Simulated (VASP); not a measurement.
SiC:

```xyz
2
Lattice="0.0000 2.1713 2.1781 2.1713 0.0000 2.1781 2.1713 2.1713 0.0000" Properties=species:S:1:pos:R:3 pbc="T T T"
Si    0.0000    0.0000    0.0000
C     1.0857    1.0857    1.0890
```

This cell differs from its parent crystal: biaxial xy strain -0.3%.

Base run:

- Program: VASP 6.6.1
- Functional: r2SCAN
- Potentials or basis: VASP PAW PBE potentials, release 64 (Si, C)
- Cutoff: 520 eV
- k mesh: 10 × 10 × 10
- Occupations: gaussian, width 0.01 eV
- Spin: no spin polarisation

Its results: band gap on the k mesh 1.70 eV, indirect (least direct gap 5.06 eV); pressure 1.3 GPa.

Problem. The run is repeated on the same cell with these changes: functional from r2SCAN to PBE; occupations from gaussian, width 0.01 eV to fermi-dirac, width 0.02 eV. What comes out?

Solution. Band gap on the k mesh 1.33 eV, indirect (least direct gap 4.55 eV); pressure 4.9 GPa.

Caveats: the PAW data sets were made with another functional, which shifts forces and pressure a little (some runs).

A k mesh can miss the band edges.
